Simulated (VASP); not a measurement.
Wanted: the native input for a VASP 6.6.1 run.

```yaml
Task: single point
Functional: r2SCAN
Potentials_or_basis: VASP PAW PBE potentials, release 64 (Na_pv, H)
Cutoff: 520 eV
k_mesh: 8 × 8 × 8
Occupations: fermi-dirac, width 0.2 eV
Spin: no spin polarisation
Dipole_correction: no
Further_INCAR_settings: ALGO = Normal; EDIFF = 1e-06; NBANDS = 11
```

NaH:

```
CELL_PARAMETERS angstrom
-0.26967 2.39703 2.48093
2.39703 -0.26967 2.48093
2.12737 2.12737 0.00000
ATOMIC_POSITIONS crystal
Na 0.00000 0.00000 0.00000
H 0.50000 0.50000 0.50000
```

This cell differs from its parent crystal: engineering shear strain xy -0.2250, normal strain along z +0.0350.

The input as run:

POSCAR

```
NaH
1.0
   -0.2696660593      2.3970316378      2.4809277451
    2.3970316378     -0.2696660593      2.4809277451
    2.1273655785      2.1273655785      0.0000000000
Na H
1 1
Direct
    0.0000000000      0.0000000000      0.0000000000
    0.5000000000      0.5000000000      0.5000000000
```

INCAR.step1

```
PREC = Accurate
ENCUT = 520
ISMEAR = -1
SIGMA = 0.2
LREAL = F
LASPH = T
NELM = 100
NBANDS = 11
GGA = PE
ALGO = Normal
EDIFF = 1E-4
LWAVE = T
LCHARG = F
```

INCAR.step2

```
PREC = Accurate
ENCUT = 520
EDIFF = 1E-6
ISMEAR = -1
SIGMA = 0.2
LREAL = F
LASPH = T
NELM = 100
ALGO = Normal
ISIF = 2
LWAVE = F
LCHARG = F
METAGGA = R2SCAN
LMIXTAU = T
NBANDS = 11
ISTART = 1
```

KPOINTS

```
Automatic mesh
0
Gamma
  8 8 8
```

Potentials or basis: VASP PAW PBE potentials, release 64 (Na_pv, H).

The run is started by

```console
$ cat potpaw_PBE.64/Na_pv/POTCAR potpaw_PBE.64/H/POTCAR > POTCAR
$ cp INCAR.step1 INCAR
$ mpirun -np 1 vasp_std > vasp.out
$ cp INCAR.step2 INCAR
$ mpirun -np 1 vasp_std > vasp.out
```

Results of the run:

```json
{"Pressure": "-0.7 GPa", "Band gap on the k mesh": "3.45 eV (least direct gap 4.98 eV)"}
```

Caveat: the cell differs from its parent crystal (engineering shear strain xy -0.2250, normal strain along z +0.0350); the PAW data sets were made with another functional, which shifts forces and pressure a little.

Wall time 50 s on 1 thread of Intel(R) Xeon(R) 6975P-C (Granite Rapids), with other jobs on the host, peak memory 0.16 GiB.
